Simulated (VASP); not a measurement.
# CdS (Hawleyite) (F-43m) in VASP: notebook, part 2 of 2

VASP 6.6.1. Earlier steps stand in the parts before.

### Step 3. Single point, PBE

This run uses another cell than the first one, of 26.02 Å³/atom, 1.048 times its volume.

The input, INCAR:

```
SYSTEM = CdS
ALGO = Normal
EDIFF = 1E-6
ENCUT = 520
GGA = PE
ISIF = 2
ISMEAR = 1
LASPH = .TRUE.
LCHARG = .FALSE.
LREAL = .FALSE.
LWAVE = .FALSE.
NBANDS = 16
NELM = 80
PREC = Accurate
SIGMA = 0.1
```

The input, KPOINTS:

```
k-points
0
G
  6 6 6
  0 0 0
```

The input, POSCAR:

```
CdS
1.0
    4.1907505178      0.0000000000      0.0000000000
    2.0953752589      3.6292964093      0.0000000000
    2.0953752589      1.2097654698      3.4217334693
Cd S
1 1
Direct
    0.0000000000      0.0000000000      0.0000000000
    0.2500000000      0.2500000000      0.2500000000
```

Potentials or basis: VASP PAW PBE potentials, release 64 (Cd, S).

The run is started by

```console
cat potpaw_PBE.64/Cd/POTCAR potpaw_PBE.64/S/POTCAR > POTCAR
mpirun -np 1 vasp_std > vasp.out
```

OUTCAR:

```text
SYSTEM = CdS
   EDIFF = 1E-6
   ENCUT = 520
   GGA = PE
   ISIF = 2
   ISMEAR = 1
   LASPH = .TRUE.
   LREAL = .FALSE.
   NELM = 80
   PREC = Accurate

 ion  position               nearest neighbor table
   1  0.000  0.000  0.000-   2 2.57   2 2.57   2 2.57   2 2.57
   2  0.250  0.250  0.250-   1 2.57   1 2.57   1 2.57   1 2.57

  LATTYP: Found a face centered cubic cell.
 ALAT       =     5.9266162187

  Lattice vectors:

 A1 = (   4.1907505178,   0.0000000000,   0.0000000000)
[... 478 lines left out ...]

------------------------ aborting loop because EDIFF is reached ----------------------------------------

  FORCE on cell =-STRESS in cart. coord.  units (eV):
  Direction    XX          YY          ZZ          XY          YZ          ZX
  --------------------------------------------------------------------------------------
  -------------------------------------------------------------------------------------
  Total        0.0966751      0.0966751      0.0966751     -0.0000000      0.0000000      0.0000000
  in kB        2.9762179      2.9762179      2.9762179     -0.0000000      0.0000000      0.0000000
  external PRESSURE =       2.9762179 kB  Pullay stress =       0.0000000 kB

 VOLUME and BASIS-vectors are now :
 -----------------------------------------------------------------------------
  energy-cutoff  :      520.00
  volume of cell :       52.04
      direct lattice vectors                 reciprocal lattice vectors
     4.190750518  0.000000000  0.000000000     0.238620742 -0.137767750 -0.097416510
     2.095375259  3.629296409  0.000000000     0.000000000  0.275535500 -0.097416510
     2.095375259  1.209765470  3.421733469     0.000000000  0.000000000  0.292249531

 POSITION                                       TOTAL-FORCE (eV/Angst)
 -----------------------------------------------------------------------------------
      0.00000      0.00000      0.00000         0.000000      0.000000      0.000000
      2.09538      1.20977      0.85543        -0.000000     -0.000000     -0.000000
 -----------------------------------------------------------------------------------
    total drift:                               -0.000001     -0.000000     -0.000000

  FREE ENERGIE OF THE ION-ELECTRON SYSTEM (eV)
  ---------------------------------------------------
  free  energy   TOTEN  =        -6.1450067904 eV

  energy  without entropy=       -6.1451011850  energy(sigma->0) =       -6.14503826
```

OSZICAR:

```text
N       E                     dE             d eps       ncg     rms          rms(c)
DAV:   1     0.116170649408E+03    0.11617E+03   -0.90802E+03   512   0.102E+03
DAV:   2    -0.195911694449E+01   -0.11813E+03   -0.11022E+03   592   0.257E+02
DAV:   3    -0.666847823749E+01   -0.47094E+01   -0.46981E+01   656   0.540E+01
DAV:   4    -0.669895292773E+01   -0.30475E-01   -0.30471E-01   640   0.425E+00
DAV:   5    -0.669935293026E+01   -0.40000E-03   -0.40000E-03   664   0.465E-01    0.732E+00
DAV:   6    -0.616244068894E+01    0.53691E+00   -0.86736E-01   776   0.112E+01    0.599E+00
DAV:   7    -0.614460839335E+01    0.17832E-01   -0.18631E-01   600   0.294E+00    0.300E+00
DAV:   8    -0.614483582655E+01   -0.22743E-03   -0.16587E-02   608   0.159E+00    0.273E-01
DAV:   9    -0.614477607388E+01    0.59753E-04   -0.19382E-03   616   0.621E-01    0.617E-02
DAV:  10    -0.614492501065E+01   -0.14894E-03   -0.24799E-04   624   0.148E-01    0.726E-02
DAV:  11    -0.614501412165E+01   -0.89111E-04   -0.14396E-04   616   0.910E-02    0.261E-02
DAV:  12    -0.614500581537E+01    0.83063E-05   -0.23531E-05   656   0.600E-02    0.920E-03
DAV:  13    -0.614500687199E+01   -0.10566E-05   -0.30820E-06   592   0.104E-02    0.603E-03
DAV:  14    -0.614500679040E+01    0.81587E-07   -0.23736E-07   512   0.311E-03
   1 F= -.61450068E+01 E0= -.61450383E+01  d E =0.943946E-04
```

Wall time 10 s (1 thread of Intel Xeon Platinum 8259CL at 2.50GHz (Skylake/Cascade Lake), shared host); peak memory 0.17 GiB.

Results:

- Free energy: -6.1450 eV
- Pressure: 0.3 GPa
- Band gap on the k mesh: 1.04 eV, direct

Levels at points of the mesh, in eV from the valence-band top:
```tsv
k point	band 5	band 6	band 7	band 8	band 9	band 10	band 11	band 12	band 13	band 14
(0.00, 0.00, 0.00)	-7.15	-7.15	0.00	0.00	0.00	1.04	6.55	6.55	6.55	11.17
(0.50, 0.00, 0.00)	-7.12	-6.81	-4.12	-0.69	-0.69	2.94	7.00	7.00	7.33	10.94
(0.50, 0.50, 0.00)	-7.08	-6.75	-3.75	-1.72	-1.72	3.63	4.28	9.04	10.49	10.49
```

### Step 4. Single point, r2SCAN

This run uses another cell than the first one, of 25.40 Å³/atom, 1.023 times its volume.

The input, POSCAR:

```
CdS
1.0
    4.1569402530      0.0000000000      0.0000000000
    2.0784701265      3.6000158611      0.0000000000
    2.0784701265      1.2000052870      3.3941275037
Cd S
1 1
Direct
    0.0000000000      0.0000000000      0.0000000000
    0.2500000000      0.2500000000      0.2500000000
```

The input, INCAR.step1:

```
SYSTEM = CdS
  ALGO = Normal
  EDIFF = 1E-4
  ENCUT = 520
  GGA = PE
  ISMEAR = 1
  LASPH = .TRUE.
  LCHARG = .FALSE.
  LREAL = .FALSE.
  LWAVE = .TRUE.
  NBANDS = 16
  NELM = 60
  PREC = Accurate
  SIGMA = 0.1
```

The input, INCAR.step2:

```
SYSTEM = CdS
  ALGO = Normal
  EDIFF = 1E-6
  ENCUT = 520
  ISIF = 2
  ISMEAR = 1
  ISTART = 1
  LASPH = .TRUE.
  LCHARG = .TRUE.
  LELF = .TRUE.
  LMIXTAU = .TRUE.
  LREAL = .FALSE.
  LVHAR = .TRUE.
  LWAVE = .FALSE.
  METAGGA = R2SCAN
  NBANDS = 16
  NELM = 60
  PREC = Accurate
  SIGMA = 0.1
```

KPOINTS is that of step 3.

The run is started by

```console
cat potpaw_PBE.64/Cd/POTCAR potpaw_PBE.64/S/POTCAR > POTCAR
cp INCAR.step1 INCAR
mpirun -np 1 vasp_std > vasp.out
cp INCAR.step2 INCAR
mpirun -np 1 vasp_std > vasp.out
```

Run time: 38 s. Hardware: 1 thread of Intel Xeon Platinum 8259CL at 2.50GHz (Skylake/Cascade Lake), shared host; peak memory 0.18 GiB.

It converged, with:

| Quantity | Value |
| --- | --- |
| Free energy | -29.6843 eV |
| Pressure | 0.3 GPa |
| Band gap on the k mesh | 1.54 eV, direct |

Levels at points of the mesh, in eV from the valence-band top:
```tsv
k point	band 6	band 7	band 8	band 9	band 10	band 11	band 12	band 13
(0.00, 0.00, 0.00)	-7.41	0.00	0.00	0.00	1.54	7.08	7.08	7.08
(0.50, 0.00, 0.00)	-7.04	-4.32	-0.73	-0.73	3.44	7.48	7.48	7.82
(0.50, 0.50, 0.00)	-6.97	-3.87	-1.84	-1.84	3.88	4.73	9.68	11.40
```

Caveat: the PAW data sets were made with another functional, which shifts forces and pressure a little.

### Step 5. Summary

| level | cell | gap on the mesh (eV) | pressure (GPa) |
| --- | --- | --- | --- |
| revPBE+D3(BJ) | a = 4.126 Å, angles 60.0°, 2 atoms | 1.28 | 0.3 |
| PBE | a = 4.191 Å, angles 60.0°, 2 atoms | 1.04 | 0.3 |
| r2SCAN | a = 4.157 Å, angles 60.0°, 2 atoms | 1.54 | 0.3 |

Alike in all rows: task single point; potentials or basis VASP PAW PBE potentials, release 64 (Cd, S); no spin polarisation; k mesh 6 × 6 × 6; cutoff (eV) 520; smearing methfessel-paxton 0.1 eV.

Caveats: the PAW data sets were made with another functional, which shifts forces and pressure a little (some runs).

Absolute energies hang on the potentials; compare differences alone.
